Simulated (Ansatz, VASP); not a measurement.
## One calculation of AlIn2N3, two programs

Contents of INCAR:

```
PREC = Accurate
ENCUT = 520
EDIFF = 1E-6
ISMEAR = 0
SIGMA = 0.02
LREAL = False
LASPH = True
NELM = 100
ALGO = Normal
ISIF = 2
LWAVE = False
LCHARG = True
GGA = PE
LELF = True
LVHAR = True
NBANDS = 56
```

File KPOINTS:

```
Automatic mesh
0
Gamma
  6 6 6
```

File POSCAR:

```
AlIn2N3
1.0
    5.1453312758     -2.9613842700      0.0000000000
    5.1453312758      2.9613842700      0.0000000000
    0.0000000000      0.0000000000      5.5002130714
Al In N
2 4 6
Direct
    0.3411420365      0.6588579635      0.9892213409
    0.6588579635      0.3411420365      0.4892213409
    0.9883762923      0.3354135962      0.9872496679
    0.6645864038      0.0116237077      0.9872496679
    0.0116237077      0.6645864038      0.4872496679
    0.3354135962      0.9883762923      0.4872496679
    0.9692138028      0.3329317556      0.3853874212
    0.6670682444      0.0307861972      0.3853874212
    0.0307861972      0.6670682444      0.8853874212
    0.3329317556      0.9692138028      0.8853874212
    0.3682931191      0.6317068809      0.3375044809
    0.6317068809      0.3682931191      0.8375044809
```

Input for Ansatz:

```yaml
crystal:
  lattice:
    - [5.1453312758, -2.96138427, 0.0]
    - [5.1453312758, 2.96138427, 0.0]
    - [0.0, 0.0, 5.5002130714]
  atoms:
    - { symbol: Al, position: [0.3411420365, 0.6588579635, 0.9892213409] }
    - { symbol: Al, position: [0.6588579635, 0.3411420365, 0.4892213409] }
    - { symbol: In, position: [0.9883762923, 0.3354135962, 0.9872496679] }
    - { symbol: In, position: [0.6645864038, 0.0116237077, 0.9872496679] }
    - { symbol: In, position: [0.0116237077, 0.6645864038, 0.4872496679] }
    - { symbol: In, position: [0.3354135962, 0.9883762923, 0.4872496679] }
    - { symbol: "N", position: [0.9692138028, 0.3329317556, 0.3853874212] }
    - { symbol: "N", position: [0.6670682444, 0.0307861972, 0.3853874212] }
    - { symbol: "N", position: [0.0307861972, 0.6670682444, 0.8853874212] }
    - { symbol: "N", position: [0.3329317556, 0.9692138028, 0.8853874212] }
    - { symbol: "N", position: [0.3682931191, 0.6317068809, 0.3375044809] }
    - { symbol: "N", position: [0.6317068809, 0.3682931191, 0.8375044809] }
basis:
  ecutwfc: 420
kpoints:
  mp_grid: { grid: [6, 6, 6] }
  band_path:
    path:
      - [[0.0, 0.0, 0.0], [0.5, 0.5, 0.0], [0.33281383, 0.66718617, 0.0]]
      - [[-0.33281383, 0.33281383, 0.0], [0.0, 0.0, 0.0], [0.0, 0.0, 0.5], [-0.33281383, 0.33281383, 0.5]]
      - [[0.33281383, 0.66718617, 0.5], [0.5, 0.5, 0.5], [0.5, 0.5, 0.0]]
      - [[0.0, 0.0, 0.0], [0.0, 0.5, 0.0], [0.0, 0.5, 0.5], [0.0, 0.0, 0.5], [0.5, 0.5, 0.5]]
    npoints: 10
hamiltonian:
  xc: pbe
scf:
  occupations: { method: gaussian, width: 0.02 }
  n_extra_bands: 30
output:
  forces: true
  stress: true
  eigenvalues: true
  populations: true
  dos: { projected: true, de: 0.02, nscf_kmesh: { grid: [9, 9, 9] } }
  bader: false
  write_density: true
  write_potential: true
  elf: true
  volumetric_format: npy
```

Alike in both runs: task single point; functional PBE; k mesh 6 × 6 × 6; occupations gaussian, width 0.02 eV; no spin polarisation.

```csv
,VASP,Ansatz
version,VASP 6.6.1,Ansatz 0.2.0
potentials or method,"VASP PAW PBE potentials, release 64 (Al, In_d, N), cutoff 520 eV","scalar-relativistic, plane waves, PAW"
valence electrons in the cell,88,88
```

Ansatz gave:

```
gap on the k mesh at the Fermi level (eV) : 0.88
least direct gap on the mesh (eV)         : 0.88
pressure (GPa)                            : 0.0
rms of the force components (eV/Å)        : 0.001
```

Which values does VASP return?

gap on the k mesh at the Fermi level (eV): 0.88; least direct gap on the mesh (eV): 0.88; pressure (GPa): 0.1; rms of the force components (eV/Å): 0.014.

Atom by atom the forces differ by 0.014 eV/Å (rms over components). The functional is the same, so the differences come from potentials, cutoffs and numerics.
